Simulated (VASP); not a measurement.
Wanted: the native input for a VASP 6.6.1 run.

* Task: relaxation of cell and atoms
* Functional: PBE
* Potentials or basis: VASP PAW PBE potentials, release 64 (Be, Zn, Se)
* Cutoff: 600 eV
* k mesh: 6 × 6 × 6
* Occupations: gaussian, width 0.02 eV
* Spin: no spin polarisation
* Dipole correction: no
* Further INCAR settings: ALGO = Normal; EDIFF = 1e-06; IBRION = 2; EDIFFG = -0.01; NSW = 100; ISIF = 3

The structure of BeZn2Se3 lies in POSCAR:

```
BeZn2Se3
1.0
    0.0000000000      5.1352291200      6.0745857216
    4.3322523283      0.0000000000      6.0745857216
    4.3322523283      5.1352291200      0.0000000000
Be Zn Se
1 2 3
Direct
    0.0000000000      0.0000000000      0.0000000000
    0.7575921981      0.2424078019      0.2424078019
    0.2424078019      0.7575921981      0.7575921981
    0.1605463848      0.1605463848      0.8394536152
    0.8394536152      0.8394536152      0.1605463848
    0.5000000000      0.5000000000      0.5000000000
```

The cell was generated, and may not be a known phase.

One way to write it, as run:

INCAR

```
ALGO = Normal
EDIFF = 1E-6
EDIFFG = -0.01
ENCUT = 600
GGA = PE
IBRION = 2
ISIF = 3
ISMEAR = 0
LASPH = True
LCHARG = False
LREAL = False
LWAVE = False
NELM = 60
NSW = 100
PREC = Accurate
SIGMA = 0.02
```

KPOINTS

```
k-points
0
Gamma
  6 6 6
```

Potentials or basis: VASP PAW PBE potentials, release 64 (Be, Zn, Se).

Run with:

```sh
$ cat potpaw_PBE.64/Be/POTCAR potpaw_PBE.64/Zn/POTCAR potpaw_PBE.64/Se/POTCAR > POTCAR
$ mpirun -np 1 vasp_std > vasp.out
```

It gave:

| Property | Result |
| --- | --- |
| Relaxed volume | 45.13 Å³/atom |
| Relaxed cell | a = 7.957 Å, b = 7.467 Å, c = 6.722 Å, α = 67.99°, β = 60.46°, γ = 51.56° |
| Space group after relaxing (to 0.1 Å) | Fmmm (No. 69) |
| Energy gained by relaxing | 0.0 meV/atom |
| Ionic steps | 3 |
| Pressure after relaxing | 0.0 GPa |
| Largest force after relaxing | 0.004 eV/Å |
| Band gap on the k mesh | 0.59 eV (least direct gap 0.74 eV) |

Caveat: semilocal functionals underestimate gaps, and a narrow one can read as zero.

It took 22 min on 1 thread of Oxide Virtual Turin-like Processor, with other jobs on the host, peak memory 0.75 GiB.
